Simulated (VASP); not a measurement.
# NaInTe (P4/mmm) in VASP: notebook

Runs on NaInTe. Level: PBE. Tasks: relaxation of cell and atoms, single point.

Everything below comes from runs of VASP 6.6.1. Logs are shortened: lines on timing, memory, paths and dates and some standing lists are left out, and cuts for length are marked.

### Step 1. The cell of the first run

The structure is tetragonal, space group P4/mmm (No. 123). The conventional cell has a = 4.441 Å, b = 4.441 Å, c = 4.714 Å, α = 90.00°, β = 90.00°, γ = 90.00°. Within 3.1 Å of Na (site symmetry 4/mmm) lie 2 Te at 2.36 Å. Within 4.1 Å of In (site symmetry 4/mmm) lie 4 Te at 3.14 Å and 8 Na at 3.93 Å. Te (site symmetry 4/mmm) has 2 Na at 2.36 Å and 4 In at 3.14 Å within 3.2 Å.

The cell was generated, and may not be a known phase.

### Step 2. Relaxation of cell and atoms, PBE

The input, INCAR:

```
SYSTEM = NaInTe
ALGO = Fast
EDIFF = 1E-6
EDIFFG = -0.04
ENCUT = 600
GGA = PE
IBRION = 2
ISIF = 3
ISMEAR = 0
LASPH = .TRUE.
LCHARG = .FALSE.
LREAL = .FALSE.
LWAVE = .FALSE.
NELM = 60
NSW = 90
PREC = Accurate
SIGMA = 0.1
```

The input, KPOINTS:

```
k-points
0
G
  4 4 4
  0 0 0
```

The input, POSCAR:

```
NaInTe
1.0
    4.4409576900      0.0000000000      0.0000000000
    0.0000000000      4.4409576900      0.0000000000
    0.0000000000      0.0000000000      4.7140923300
Na In Te
1 1 1
Direct
    0.0000000000      0.0000000000      0.0000000000
    0.5000000000      0.5000000000      0.5000000000
    0.0000000000      0.0000000000      0.5000000000
```

Potentials or basis: VASP PAW PBE potentials, release 64 (Na_pv, In_d, Te).

Launch:

```bash
> cat potpaw_PBE.64/Na_pv/POTCAR potpaw_PBE.64/In_d/POTCAR potpaw_PBE.64/Te/POTCAR > POTCAR
> mpirun -np 1 vasp_std > vasp.out
```

OUTCAR:

```text
SYSTEM = NaInTe
   EDIFF = 1E-6
   EDIFFG = -0.04
   ENCUT = 600
   GGA = PE
   IBRION = 2
   ISIF = 3
   ISMEAR = 0
   LASPH = .TRUE.
   LREAL = .FALSE.
   NELM = 60
   NSW = 90
   PREC = Accurate

 ion  position               nearest neighbor table
   1  0.000  0.000  0.000-   3 2.36   3 2.36
   2  0.500  0.500  0.500-   3 3.14   3 3.14   3 3.14   3 3.14
   3  0.000  0.000  0.500-   1 2.36   1 2.36   2 3.14   2 3.14   2 3.14   2 3.14

  LATTYP: Found a simple tetragonal cell.
 ALAT       =     4.4409576900
 C/A-ratio  =     1.0615035447

  Lattice vectors:

 A1 = (   4.4409576900,   0.0000000000,   0.0000000000)
 A2 = (   0.0000000000,   4.4409576900,   0.0000000000)
 A3 = (   0.0000000000,   0.0000000000,   4.7140923300)

Analysis of symmetry for initial positions (statically):
=====================================================================
 Subroutine PRICEL returns:
 Original cell was already a primitive cell.

 Routine SETGRP: Setting up the symmetry group for a
 simple tetragonal supercell.

 Subroutine GETGRP returns: Found 16 space group operations
 (whereof 16 operations were pure point group operations)
 out of a pool of 16 trial point group operations.

The static configuration has the point symmetry D_4h.

Analysis of symmetry for dynamics (positions and initial velocities):
=====================================================================
 Subroutine PRICEL returns:
 Original cell was already a primitive cell.

 Routine SETGRP: Setting up the symmetry group for a
 simple tetragonal supercell.

 Subroutine GETGRP returns: Found 16 space group operations
 (whereof 16 operations were pure point group operations)
 out of a pool of 16 trial point group operations.

The dynamic configuration has the point symmetry D_4h.

 Subroutine INISYM returns: Found 16 space group operations
 (whereof 16 operations are pure point group operations),
 and found     1 'primitive' translations

----------------------------------------------------------------------------------------

                                     Primitive cell

  volume of cell :      92.9718

  direct lattice vectors                    reciprocal lattice vectors
     4.440957690  0.000000000  0.000000000     0.225176656  0.000000000  0.000000000
     0.000000000  4.440957690  0.000000000     0.000000000  0.225176656  0.000000000
     0.000000000  0.000000000  4.714092330     0.000000000  0.000000000  0.212129914

  length of vectors
     4.440957690  4.440957690  4.714092330     0.225176656  0.225176656  0.212129914

  position of ions in fractional coordinates (direct lattice)
     0.000000000  0.000000000  0.000000000
     0.500000000  0.500000000  0.500000000
     0.000000000  0.000000000  0.500000000

  ion indices of the primitive-cell ions
   primitive index   ion index
                 1           1
                 2           2
                 3           3

----------------------------------------------------------------------------------------

 KPOINTS: k-points

Automatic generation of k-mesh.
 Grid dimensions read from file:
 generate k-points for:    4    4    4

 Generating k-lattice:

  Cartesian coordinates                     Fractional coordinates (reciprocal lattice)
     0.056294164  0.000000000  0.000000000     0.250000000  0.000000000  0.000000000
     0.000000000  0.056294164  0.000000000     0.000000000  0.250000000  0.000000000
     0.000000000  0.000000000  0.053032478     0.000000000  0.000000000  0.250000000

  Length of vectors
     0.056294164  0.056294164  0.053032478

  Shift w.r.t. Gamma in fractional coordinates (k-lattice)
     0.000000000  0.000000000  0.000000000

 Subroutine IBZKPT returns following result:
 ===========================================

 Found     18 irreducible k-points:

 Following reciprocal coordinates:
            Coordinates               Weight
  0.000000  0.000000  0.000000      1.000000
  0.250000  0.000000  0.000000      4.000000
  0.500000  0.000000  0.000000      2.000000
  0.250000  0.250000  0.000000      4.000000
  0.500000  0.250000  0.000000      4.000000
  0.500000  0.500000  0.000000      1.000000
[... 10 lines left out ...]
  0.500000  0.250000  0.500000      4.000000
  0.500000  0.500000  0.500000      1.000000
   k-points           NKPTS =     18   k-points in BZ     NKDIM =     18   number of bands    NBANDS=     17
   number of dos      NEDOS =    301   number of ions     NIONS =      3
   total plane-waves  NPLWV =  51840
   dimension x,y,z NGX =    36 NGY =   36 NGZ =   40
   dimension x,y,z NGXF=    72 NGYF=   72 NGZF=   80
   ions per type =               1   1   1
   NGX,Y,Z   is equivalent  to a cutoff of  13.48, 13.48, 14.11 a.u.
   NGXF,Y,Z  is equivalent  to a cutoff of  26.95, 26.95, 28.21 a.u.
 SYSTEM =  NaInTe
   PREC   = accura    normal or accurate (medium, high low for compatibility)
   ISTART =      0    job   : 0-new  1-cont  2-samecut
   ICHARG =      2    charge: 1-file 2-atom 10-const
   ISPIN  =      1    spin polarized calculation?
   LNONCOLLINEAR =      F non collinear calculations
   LSORBIT =      F    spin-orbit coupling
   LASPH  =      T    aspherical Exc in radial PAW
   ENCUT  =  600.0 eV  44.10 Ry    6.64 a.u.   8.87  8.87  9.42*2*pi/ulx,y,z
   NELM   =     60;   NELMIN=  2; NELMDL= -5     # of ELM steps
   EDIFF  = 0.1E-05   stopping-criterion for ELM
   LREAL  =      F    real-space projection
   EDIFFG = -.4E-01   stopping-criterion for IOM
   NSW    =     90    number of steps for IOM
   IBRION =      2    ionic relax: 0-MD 1-quasi-New 2-CG
   NFREE  =      1    steps in history (QN), initial steepest desc. (CG)
   ISIF   =      3    stress and relaxation
   ISYM   =      2    0-nonsym 1-usesym 2-fastsym
   POTIM  = 0.5000    time-step for ionic-motion
   TEBEG  =    0.0;   TEEND  =   0.0 temperature during run
   PSTRESS=    0.0 pullay stress
   NELECT =      26.0000    total number of electrons
   NUPDOWN=      -1.0000    fix difference up-down
   EMIN   =  10.00;   EMAX   =-10.00  energy-range for DOS
   EFERMI =   0.00;   METHOD = LEGACY
   ISMEAR =     0;   SIGMA  =   0.10  broadening in eV -4-tet -1-fermi 0-gaus
   EFERMI_NEDOS =   21; number of points for ismear=-14 and -15
   IALGO  =     68    algorithm
   IMIX   =      4    mixing-type and parameters
     AMIX     =   0.40;   BMIX     =  1.00
     AMIX_MAG =   1.60;   BMIX_MAG =  1.00
  volume/ion in A,a.u.               =      30.99       209.13
  Fermi-wavevector in a.u.,A,eV,Ry     =   1.070571  2.023086 15.593942  1.146122
  Thomas-Fermi vector in A             =   2.206285
   LORBIT       =      0    0 simple, 1 ext, 2 COOP (PROOUT), +10 PAW based schemes
   GGA     = PE    functional components
   LHFCALC =     F    Hartree Fock is set to
   AEXX    =    0.0000 exact exchange contribution
   IVDW    =     0    specifies the selected vdW correction
   LEPSILON=     F    determine dielectric tensor
   LRPA    =     F    only Hartree local field effects (RPA)
 conjugate gradient relaxation of ions
 non-spin polarized calculation
 RMM-DIIS sequential band-by-band and
 Gauss-broadening in eV      SIGMA  =   0.10
  energy-cutoff  :      600.00
  volume of cell :       92.97
 maximum number of plane-waves:      3128
 NGX is ok and might be reduce to    36
   NGX = 17   NGY = 17   NGZ = 19

--------------------------------------- Ionic step        1  -------------------------------------------

 number of electron      26.0000000 magnetization

 Free energy of the ion-electron system (eV)
  ---------------------------------------------------
  ext. energy  EPLUGINS =         0.00000000
  ---------------------------------------------------
  free energy    TOTEN  =        -6.11035770 eV

  energy without entropy =       -6.10137425  energy(sigma->0) =       -6.10586597

------------------------ aborting loop because EDIFF is reached ----------------------------------------

  FORCE on cell =-STRESS in cart. coord.  units (eV):
  Direction    XX          YY          ZZ          XY          YZ          ZX
  --------------------------------------------------------------------------------------
  -------------------------------------------------------------------------------------
  Total        2.0389251      2.0389251     18.2893430      0.0000000     -0.0000000      0.0000000
  in kB       35.1366627     35.1366627    315.1790430      0.0000000     -0.0000000      0.0000000
  external PRESSURE =     128.4841228 kB  Pullay stress =       0.0000000 kB

 VOLUME and BASIS-vectors are now :
 -----------------------------------------------------------------------------
  energy-cutoff  :      600.00
  volume of cell :       92.97
      direct lattice vectors                 reciprocal lattice vectors
     4.440957690  0.000000000  0.000000000     0.225176656  0.000000000  0.000000000
     0.000000000  4.440957690  0.000000000     0.000000000  0.225176656  0.000000000
     0.000000000  0.000000000  4.714092330     0.000000000  0.000000000  0.212129914

 POSITION                                       TOTAL-FORCE (eV/Angst)
 -----------------------------------------------------------------------------------
      0.00000      0.00000      0.00000         0.000000      0.000000      0.000000
      2.22048      2.22048      2.35705         0.000000      0.000000      0.000000
      0.00000      0.00000      2.35705         0.000000      0.000000      0.000000
 -----------------------------------------------------------------------------------
    total drift:                                0.000000      0.000000      0.000000

  FREE ENERGIE OF THE ION-ELECTRON SYSTEM (eV)
  ---------------------------------------------------
  free  energy   TOTEN  =        -6.1103576975 eV
[... 165 lines left out ...]
 VOLUME and BASIS-vectors are now :
 -----------------------------------------------------------------------------
  energy-cutoff  :      600.00
  volume of cell :      124.63
      direct lattice vectors                 reciprocal lattice vectors
     4.617999265  0.000000000  0.000000000     0.216543993  0.000000000 -0.000000000
    -0.000000000  4.617999265  0.000000000     0.000000000  0.216543993  0.000000000
     0.000000000 -0.000000000  5.843944354     0.000000000 -0.000000000  0.171117304

 POSITION                                       TOTAL-FORCE (eV/Angst)
 -----------------------------------------------------------------------------------
      4.61800     -0.00000      5.84394        -0.000000      0.000000      0.000000
      2.30900      2.30900      2.92197         0.000000     -0.000000      0.000000
      4.61800     -0.00000      2.92197        -0.000000      0.000000      0.000000
 -----------------------------------------------------------------------------------
    total drift:                                0.000000      0.000000      0.000000

  FREE ENERGIE OF THE ION-ELECTRON SYSTEM (eV)
  ---------------------------------------------------
  free  energy   TOTEN  =        -7.7865365147 eV

  energy  without entropy=       -7.7817720122  energy(sigma->0) =       -7.78415426

--------------------------------------- Ionic step        7  -------------------------------------------

 number of electron      25.9999992 magnetization

 Free energy of the ion-electron system (eV)
  ---------------------------------------------------
  ext. energy  EPLUGINS =         0.00000000
  ---------------------------------------------------
  free energy    TOTEN  =        -7.78881770 eV

  energy without entropy =       -7.78416247  energy(sigma->0) =       -7.78649009

 E-fermi :   2.6783     XC(G=0):  -7.1560

 val. band max:        2.6660700397   @ k =   0.5000   0.0000   0.2500
 cond. band min:       2.9250236879   @ k =   0.2500   0.2500   0.5000
 fundamental gap:      0.2589536482
 Fermi energy:         2.6783111340

 k-point     1 :       0.0000    0.0000    0.0000
  band No.  band energies     occupation
      1     -22.6677      2.00000
      2     -22.6677      2.00000
      3     -22.5974      2.00000
      4     -11.9152      2.00000
      5     -11.8562      2.00000
      6     -11.8562      2.00000
[... 9 lines left out ...]
     16       6.2210      0.00000
     17       7.6659      0.00000

 k-point     2 :       0.2500    0.0000    0.0000
  band No.  band energies     occupation
      1     -22.6684      2.00000
      2     -22.6676      2.00000
      3     -22.5973      2.00000
      4     -11.9063      2.00000
      5     -11.8589      2.00000
      6     -11.8559      2.00000
[... 9 lines left out ...]
     16       5.6174      0.00000
     17       6.0143      0.00000
[... 331 lines left out ...]
 VOLUME and BASIS-vectors are now :
 -----------------------------------------------------------------------------
  energy-cutoff  :      600.00
  volume of cell :      125.87
      direct lattice vectors                 reciprocal lattice vectors
     4.642728879  0.000000000  0.000000000     0.215390566  0.000000000  0.000000000
    -0.000000000  4.642728879  0.000000000     0.000000000  0.215390566  0.000000000
    -0.000000000 -0.000000000  5.839705187     0.000000000 -0.000000000  0.171241521

 POSITION                                       TOTAL-FORCE (eV/Angst)
 -----------------------------------------------------------------------------------
     -0.00000      0.00000      0.00000         0.000000      0.000000      0.000000
      2.32136      2.32136      2.91985        -0.000000     -0.000000      0.000000
     -0.00000     -0.00000      2.91985         0.000000      0.000000      0.000000
 -----------------------------------------------------------------------------------
    total drift:                                0.000000      0.000000      0.000000

  FREE ENERGIE OF THE ION-ELECTRON SYSTEM (eV)
  ---------------------------------------------------
  free  energy   TOTEN  =        -7.7888176992 eV

  energy  without entropy=       -7.7841624716  energy(sigma->0) =       -7.78649009

 reached required accuracy - stopping structural energy minimisation
```

Wall time 2.2 min (1 thread of Intel Xeon 6975P-C (Granite Rapids), shared host); peak memory 0.24 GiB.

Results:

| Item | Value |
| --- | --- |
| Free energy | -7.7888 eV |
| Relaxed volume | 41.96 Å³/atom |
| Relaxed cell | a = 4.643 Å, b = 4.643 Å, c = 5.840 Å, α = 90.00°, β = 90.00°, γ = 90.00° |
| Space group after relaxing (to 0.1 Å) | P4/mmm (No. 123) |
| Energy gained by relaxing | 559.5 meV/atom |
| Ionic steps | 7 |
| Pressure after relaxing | 0.0 GPa |
| Band gap on the k mesh | zero (bands 13 and 14 overlap by 0.67 eV) |

The path:
```
step  energy change (eV)  largest force (eV/Å)  pressure (GPa)  volume (Å³)
   1              0.0000                0.0000           12.85        92.97
   2             -1.6309                0.0000           -0.24       128.33
   3             -1.6551                0.0000            1.06       119.44
   4             -1.6619                0.0000            0.56       122.37
   5             -1.6619                0.0000            0.66       121.76
   6             -1.6762                0.0000            0.20       124.63
   7             -1.6785                0.0000            0.04       125.87
```

Final structure:
```
Na In Te
1.0
     4.64273    0.00000    0.00000
     0.00000    4.64273    0.00000
     0.00000    0.00000    5.83971
Na In Te
1 1 1
Cartesian
  0.0000 0.0000 0.0000
  2.3214 2.3214 2.9199
  0.0000 0.0000 2.9199
```

Caveat: the volume moved by over 15 % at a fixed basis, so the end points are rough; spin-orbit coupling is left out, which moves the levels of the heavy elements.

[end of part 1 of 2]

The gap in the log of VASP goes by the Fermi energy; the results here count the filled bands.